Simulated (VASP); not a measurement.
# Zn in VASP: further runs, part 2 of 3

VASP 6.6.1.

**3. Single point, PBE (xy shear strain of +4 %)**

File INCAR:

```
ALGO = Normal
EDIFF = 1E-7
ENCUT = 520
GGA = PE
ISIF = 2
ISMEAR = -1
LASPH = T
LCHARG = T
LELF = T
LREAL = F
LVHAR = T
LWAVE = F
NBANDS = 19
NELM = 80
PREC = Accurate
SIGMA = 0.03
```

File KPOINTS:

```
k-points
0
Gamma
  16 16 8
```

File POSCAR:

```
Zn
1.0
    2.6647980532      0.0532959611      0.0000000000
   -1.2862433704      2.2811348295      0.0000000000
    0.0000000000      0.0000000000      4.9467000000
Zn
2
Direct
    0.3333333333      0.6666666667      0.2500000000
    0.6666666667      0.3333333333      0.7500000000
```

Potentials or basis: VASP PAW PBE potentials, release 64 (Zn).

Launch:

```bash
$ cat potpaw_PBE.64/Zn/POTCAR > POTCAR
$ mpirun -np 1 vasp_std > vasp.out
```

OUTCAR:

```text
EDIFF = 1E-7
   ENCUT = 520
   GGA = PE
   ISIF = 2
   ISMEAR = -1
   LASPH = T
   LREAL = F
   NELM = 80
   PREC = Accurate

 ion  position               nearest neighbor table
   1  0.333  0.667  0.250-   2 2.90   2 2.90   2 2.91   2 2.91   2 2.93   2 2.93
   2  0.667  0.333  0.750-   1 2.90   1 2.90   1 2.91   1 2.91   1 2.93   1 2.93

  Warning from LATTYP: Monoclinic adjustment (A1->A3, A2->A1, A3->A2)!
  LATTYP: Found a simple monoclinic cell.
 ALAT       =     2.6187779819
 B/A-ratio  =     1.8889344703
 C/A-ratio  =     1.0177766034
 COS(beta)  =    -0.4736455830

  Lattice vectors:

 A1 = (  -1.2862433704,   2.2811348295,   0.0000000000)
 A2 = (   0.0000000000,   0.0000000000,   4.9467000000)
 A3 = (   2.6647980532,   0.0532959611,   0.0000000000)

Analysis of symmetry for initial positions (statically):
=====================================================================
 Subroutine PRICEL returns:
 Original cell was already a primitive cell.

 Routine SETGRP: Setting up the symmetry group for a
 simple monoclinic supercell.

 Subroutine GETGRP returns: Found  4 space group operations
 (whereof  2 operations were pure point group operations)
 out of a pool of  4 trial point group operations.

The static configuration has the point symmetry S_2 .
 The point group associated with its full space group is C_2h.

Analysis of symmetry for dynamics (positions and initial velocities):
=====================================================================
 Subroutine PRICEL returns:
 Original cell was already a primitive cell.

 Routine SETGRP: Setting up the symmetry group for a
 simple monoclinic supercell.

 Subroutine GETGRP returns: Found  4 space group operations
 (whereof  2 operations were pure point group operations)
 out of a pool of  4 trial point group operations.

The dynamic configuration has the point symmetry S_2 .
 The point group associated with its full space group is C_2h.

 Subroutine INISYM returns: Found  4 space group operations
 (whereof  2 operations are pure point group operations),
 and found     1 'primitive' translations

----------------------------------------------------------------------------------------

                                     Primitive cell

  volume of cell :      30.4089

  direct lattice vectors                    reciprocal lattice vectors
     2.664798053  0.053295961  0.000000000     0.371078226  0.209236605  0.000000000
    -1.286243370  2.281134830  0.000000000    -0.008669795  0.433489736  0.000000000
     0.000000000  0.000000000  4.946700000     0.000000000  0.000000000  0.202154972

  length of vectors
     2.665330960  2.618777982  4.946700000     0.426003529  0.433576425  0.202154972

  position of ions in fractional coordinates (direct lattice)
     0.333333333  0.666666667  0.250000000
     0.666666667  0.333333333  0.750000000

  ion indices of the primitive-cell ions
   primitive index   ion index
                 1           1
                 2           2

----------------------------------------------------------------------------------------

 KPOINTS: k-points

Automatic generation of k-mesh.
 Grid dimensions read from file:
 generate k-points for:   16   16    8

 Generating k-lattice:

  Cartesian coordinates                     Fractional coordinates (reciprocal lattice)
     0.023192389  0.013077288  0.000000000     0.062500000 -0.000000000  0.000000000
    -0.000541862  0.027093108  0.000000000    -0.000000000  0.062500000  0.000000000
     0.000000000  0.000000000  0.025269372     0.000000000  0.000000000  0.125000000

  Length of vectors
     0.026625221  0.027098527  0.025269372

  Shift w.r.t. Gamma in fractional coordinates (k-lattice)
     0.000000000  0.000000000  0.000000000

 Subroutine IBZKPT returns following result:
 ===========================================

 Found    650 irreducible k-points:

 Following reciprocal coordinates:
            Coordinates               Weight
  0.000000  0.000000  0.000000      1.000000
  0.062500  0.000000  0.000000      2.000000
  0.125000  0.000000  0.000000      2.000000
  0.187500  0.000000  0.000000      2.000000
  0.250000  0.000000  0.000000      2.000000
  0.312500  0.000000  0.000000      2.000000
[... 16 lines left out ...]
 -0.187500  0.062500  0.000000      2.000000
 -0.125000  0.062500  0.000000      2.000000
 [... further k-points ...]
   k-points           NKPTS =    650   k-points in BZ     NKDIM =    650   number of bands    NBANDS=     19
   number of dos      NEDOS =    301   number of ions     NIONS =      2
   total plane-waves  NPLWV =  16000
   dimension x,y,z NGX =    20 NGY =   20 NGZ =   40
   dimension x,y,z NGXF=    40 NGYF=   40 NGZF=   80
   ions per type =               2
   NGX,Y,Z   is equivalent  to a cutoff of  12.47, 12.70, 13.44 a.u.
   NGXF,Y,Z  is equivalent  to a cutoff of  24.95, 25.39, 26.89 a.u.
 SYSTEM =  unknown system
   PREC   = accura    normal or accurate (medium, high low for compatibility)
   ISTART =      0    job   : 0-new  1-cont  2-samecut
   ICHARG =      2    charge: 1-file 2-atom 10-const
   ISPIN  =      1    spin polarized calculation?
   LNONCOLLINEAR =      F non collinear calculations
   LSORBIT =      F    spin-orbit coupling
   LASPH  =      T    aspherical Exc in radial PAW
   ENCUT  =  520.0 eV  38.22 Ry    6.18 a.u.   4.96  4.87  9.20*2*pi/ulx,y,z
   NELM   =     80;   NELMIN=  2; NELMDL= -5     # of ELM steps
   EDIFF  = 0.1E-06   stopping-criterion for ELM
   LREAL  =      F    real-space projection
   EDIFFG = 0.1E-05   stopping-criterion for IOM
   NSW    =      0    number of steps for IOM
   IBRION =     -1    ionic relax: 0-MD 1-quasi-New 2-CG
   NFREE  =      0    steps in history (QN), initial steepest desc. (CG)
   ISIF   =      2    stress and relaxation
   ISYM   =      2    0-nonsym 1-usesym 2-fastsym
   POTIM  = 0.5000    time-step for ionic-motion
   TEBEG  =    0.0;   TEEND  =   0.0 temperature during run
   PSTRESS=    0.0 pullay stress
   NELECT =      24.0000    total number of electrons
   NUPDOWN=      -1.0000    fix difference up-down
   EMIN   =  10.00;   EMAX   =-10.00  energy-range for DOS
   EFERMI =   0.00;   METHOD = LEGACY
   ISMEAR =    -1;   SIGMA  =   0.03  broadening in eV -4-tet -1-fermi 0-gaus
   EFERMI_NEDOS =   21; number of points for ismear=-14 and -15
   IALGO  =     38    algorithm
   IMIX   =      4    mixing-type and parameters
     AMIX     =   0.40;   BMIX     =  1.00
     AMIX_MAG =   1.60;   BMIX_MAG =  1.00
  volume/ion in A,a.u.               =      15.20       102.60
  Fermi-wavevector in a.u.,A,eV,Ry     =   1.512905  2.858975 31.142110  2.288880
  Thomas-Fermi vector in A             =   2.622767
   LORBIT       =      0    0 simple, 1 ext, 2 COOP (PROOUT), +10 PAW based schemes
   GGA     = PE    functional components
[... 5 lines left out ...]
 non-spin polarized calculation
  energy-cutoff  :      520.00
  volume of cell :       30.41
 maximum number of plane-waves:       840
   NGX =  9   NGY =  9   NGZ = 19

 number of electron      24.0000011 magnetization

 Free energy of the ion-electron system (eV)
  ---------------------------------------------------
  ext. energy  EPLUGINS =         0.00000000
  ---------------------------------------------------
  free energy    TOTEN  =        -2.21399551 eV

  energy without entropy =       -2.21313422  energy(sigma->0) =       -2.21356487

 E-fermi :   3.1198     XC(G=0): -11.5531

 val. band max:        3.1006639244   @ k =   0.3750   0.3750   0.3750
 cond. band min:       3.1428808108   @ k =   0.3125   0.3125   0.5000
 fundamental gap:      0.0422168863
 Fermi energy:         3.1198149436

 k-point     1 :       0.0000    0.0000    0.0000
  band No.  band energies     occupation
      1      -7.2901      2.00000
      2      -5.4977      2.00000
      3      -4.8036      2.00000
      4      -4.6552      2.00000
      5      -4.6000      2.00000
      6      -4.4861      2.00000
[... 11 lines left out ...]
     18      21.4884      0.00000
     19      22.5577      0.00000
[... 485 lines left out ...]
 k-point    24 :      -0.1250    0.0625    0.0000
  band No.  band energies     occupation
      1      -6.9447      2.00000
      2      -5.3553      2.00000
      3      -4.7763      2.00000
      4      -4.6357      2.00000
      5      -4.5835      2.00000
      6      -4.4535      2.00000
[... 11 lines left out ...]
     18      21.7141      0.00000
     19      22.0346      0.00000

 [... further k-points ...]

------------------------ aborting loop because EDIFF is reached ----------------------------------------

  FORCE on cell =-STRESS in cart. coord.  units (eV):
  Direction    XX          YY          ZZ          XY          YZ          ZX
  --------------------------------------------------------------------------------------
  -------------------------------------------------------------------------------------
  Total        0.1007796      0.0593624     -0.0742851     -0.5678681      0.0000000      0.0000000
  in kB        5.3098469      3.1276685     -3.9139161    -29.9196832      0.0000000      0.0000000
  external PRESSURE =       1.5078665 kB  Pullay stress =       0.0000000 kB

 VOLUME and BASIS-vectors are now :
 -----------------------------------------------------------------------------
  energy-cutoff  :      520.00
  volume of cell :       30.41
      direct lattice vectors                 reciprocal lattice vectors
     2.664798053  0.053295961  0.000000000     0.371078226  0.209236605  0.000000000
    -1.286243370  2.281134830  0.000000000    -0.008669795  0.433489736  0.000000000
     0.000000000  0.000000000  4.946700000     0.000000000  0.000000000  0.202154972

 POSITION                                       TOTAL-FORCE (eV/Angst)
 -----------------------------------------------------------------------------------
      0.03077      1.53852      1.23667         0.013114      0.006036      0.000000
      1.34778      0.79591      3.71002        -0.013114     -0.006036      0.000000
 -----------------------------------------------------------------------------------
    total drift:                                0.000000     -0.000000     -0.000000

  FREE ENERGIE OF THE ION-ELECTRON SYSTEM (eV)
  ---------------------------------------------------
  free  energy   TOTEN  =        -2.2139955112 eV

  energy  without entropy=       -2.2131342198  energy(sigma->0) =       -2.21356487
```

OSZICAR:

```text
N       E                     dE             d eps       ncg     rms          rms(c)
DAV:   1     0.113142781339E+03    0.11314E+03   -0.12353E+04 25644   0.200E+03
DAV:   2     0.272721111781E+01   -0.11042E+03   -0.10671E+03 24848   0.296E+02
DAV:   3    -0.239228787873E+01   -0.51195E+01   -0.51003E+01 27420   0.698E+01
DAV:   4    -0.242268663305E+01   -0.30399E-01   -0.30391E-01 26864   0.555E+00
DAV:   5    -0.242272559141E+01   -0.38958E-04   -0.38958E-04 26801   0.180E-01    0.397E+00
DAV:   6    -0.222721401100E+01    0.19551E+00   -0.77168E-01 27474   0.185E+01    0.300E+00
DAV:   7    -0.221833635734E+01    0.88777E-02   -0.26172E-02 31049   0.271E+00    0.155E+00
DAV:   8    -0.221398182487E+01    0.43545E-02   -0.17827E-03 33618   0.637E-01    0.470E-02
DAV:   9    -0.221399259534E+01   -0.10770E-04   -0.22300E-04 32508   0.189E-01    0.352E-02
DAV:  10    -0.221399607730E+01   -0.34820E-05   -0.20803E-05 25905   0.518E-02    0.291E-03
DAV:  11    -0.221399584229E+01    0.23501E-06   -0.91956E-08 21905   0.413E-03    0.178E-03
DAV:  12    -0.221399550331E+01    0.33897E-06   -0.24927E-08 13939   0.246E-03    0.893E-05
DAV:  13    -0.221399551122E+01   -0.79058E-08   -0.89233E-09 13073   0.875E-04
   1 F= -.22139955E+01 E0= -.22135649E+01  d E =-.861291E-03
```

stdout:

```text
POSCAR found type information on POSCAR Zn
 POSCAR found :  1 types and       2 ions
 scaLAPACK will be used
 LDA part: xc-table for (Slater+PW92), standard interpolation
 POSCAR, INCAR and KPOINTS ok, starting setup
 FFT: planning ... GRIDC
 FFT: planning ... GRID_SOFT
 FFT: planning ... GRID
 WAVECAR not read
 entering main loop
```

Wall time 3.7 min (1 thread of Intel Xeon Platinum 8259CL at 2.50GHz (Skylake/Cascade Lake), shared host); peak memory 0.39 GiB.

Results:

```
Free energy            : -2.2140 eV
Pressure               : 0.2 GPa
Largest force          : 0.014 eV/Å
Band gap on the k mesh : zero (band 12 reaches 4.48 eV, above the bottom of band 13 at 0.07 eV)
```

Forces in eV/Å, atoms in the order of the input:
```
Zn   0.013  0.006  0.000
Zn  -0.013 -0.006  0.000
```

Caveat: the cell differs from its parent crystal (xy shear strain of +4 %).

**4. Single point, LDA**

This run uses another cell than the first one, of 15.21 Å³/atom, 0.980 times its volume.

File INCAR:

```
PREC     = Accurate       # precision mode
ENCUT    = 520            # plane-wave cutoff, eV
EDIFF    = 1E-6           # SCF threshold, eV
ISMEAR   = -1             # smearing method
SIGMA    = 0.03           # smearing width, eV
LREAL    = F              # projectors in reciprocal space
LASPH    = T              # aspherical terms in the spheres
NELM     = 100            # most SCF steps
ALGO     = Normal         # electronic algorithm
ISIF     = 2              # what is computed and relaxed
LWAVE    = F              # write WAVECAR
LCHARG   = F              # write CHGCAR
GGA      = CA             # functional
NBANDS   = 19             # bands
```

File KPOINTS:

```
Automatic mesh
0
Gamma
  16 16 8
```

File POSCAR:

```
Zn
1.0
    2.6647980532      0.0000000000      0.0000000000
   -1.3323990266      2.3077828100      0.0000000000
    0.0000000000      0.0000000000      4.9467000000
Zn
2
Direct
    0.3333333333      0.6666666667      0.2500000000
    0.6666666667      0.3333333333      0.7500000000
```

Potentials or basis: VASP PAW LDA potentials, release 64 (Zn).

Launch:

```bash
$ cat potpaw_LDA.64/Zn/POTCAR > POTCAR
$ mpirun -np 1 vasp_std > vasp.out
```

OUTCAR:

```text
PREC = Accurate
   ENCUT = 520
   EDIFF = 1E-6
   ISMEAR = -1
   LREAL = F
   LASPH = T
   NELM = 100
   ISIF = 2
   GGA = CA

 ion  position               nearest neighbor table
   1  0.333  0.667  0.250-   2 2.91   2 2.91   2 2.91   2 2.91   2 2.91   2 2.91
   2  0.667  0.333  0.750-   1 2.91   1 2.91   1 2.91   1 2.91   1 2.91   1 2.91

  LATTYP: Found a hexagonal cell.
 ALAT       =     2.6647980532
 C/A-ratio  =     1.8563132745

  Lattice vectors:

[... 716 lines left out ...]

------------------------ aborting loop because EDIFF is reached ----------------------------------------

  FORCE on cell =-STRESS in cart. coord.  units (eV):
  Direction    XX          YY          ZZ          XY          YZ          ZX
  --------------------------------------------------------------------------------------
  -------------------------------------------------------------------------------------
  Total       -1.7447120     -1.7447120     -1.3825012      0.0000000      0.0000000      0.0000000
  in kB      -91.8881516    -91.8881516    -72.8117175      0.0000000      0.0000000      0.0000000
  external PRESSURE =     -85.5293402 kB  Pullay stress =       0.0000000 kB

 VOLUME and BASIS-vectors are now :
 -----------------------------------------------------------------------------
  energy-cutoff  :      520.00
  volume of cell :       30.42
      direct lattice vectors                 reciprocal lattice vectors
     2.664798053  0.000000000  0.000000000     0.375262958  0.216658170  0.000000000
    -1.332399027  2.307782810  0.000000000     0.000000000  0.433316340  0.000000000
     0.000000000  0.000000000  4.946700000     0.000000000  0.000000000  0.202154972

 POSITION                                       TOTAL-FORCE (eV/Angst)
 -----------------------------------------------------------------------------------
     -0.00000      1.53852      1.23667        -0.000000     -0.000000      0.000000
      1.33240      0.76926      3.71002         0.000000      0.000000      0.000000
 -----------------------------------------------------------------------------------
    total drift:                               -0.000000      0.000000      0.000000

  FREE ENERGIE OF THE ION-ELECTRON SYSTEM (eV)
  ---------------------------------------------------
  free  energy   TOTEN  =        -3.6752097450 eV

  energy  without entropy=       -3.6746118758  energy(sigma->0) =       -3.67491081
```

OSZICAR:

```text
N       E                     dE             d eps       ncg     rms          rms(c)
DAV:   1     0.114519124950E+03    0.11452E+03   -0.12360E+04  5884   0.200E+03
DAV:   2     0.155516819539E+01   -0.11296E+03   -0.10897E+03  5739   0.299E+02
DAV:   3    -0.389844476162E+01   -0.54536E+01   -0.54328E+01  6419   0.720E+01
DAV:   4    -0.393245260061E+01   -0.34008E-01   -0.33999E-01  6282   0.588E+00
DAV:   5    -0.393249966895E+01   -0.47068E-04   -0.47068E-04  6249   0.199E-01    0.398E+00
DAV:   6    -0.369998607715E+01    0.23251E+00   -0.87365E-01  6335   0.197E+01    0.299E+00
DAV:   7    -0.368341933169E+01    0.16567E-01   -0.35209E-02  7214   0.317E+00    0.153E+00
DAV:   8    -0.367523250415E+01    0.81868E-02   -0.29847E-03  7800   0.697E-01    0.474E-02
DAV:   9    -0.367520589753E+01    0.26607E-04   -0.25275E-04  7302   0.184E-01    0.334E-02
DAV:  10    -0.367520980828E+01   -0.39108E-05   -0.15120E-05  6076   0.302E-02    0.271E-03
DAV:  11    -0.367520974502E+01    0.63259E-07   -0.72700E-07  3577   0.140E-02
   1 F= -.36752097E+01 E0= -.36749108E+01  d E =-.597869E-03
```

Wall time 27 s (1 thread of AMD EPYC 9R45 (Zen 5), shared host); peak memory 0.15 GiB.

What came out:

* Free energy: -3.6752 eV
* Pressure: -8.6 GPa
* Band gap on the k mesh: zero (band 12 reaches 4.11 eV, above the bottom of band 13 at -0.22 eV)

(Part 2 of 3 ends here.)
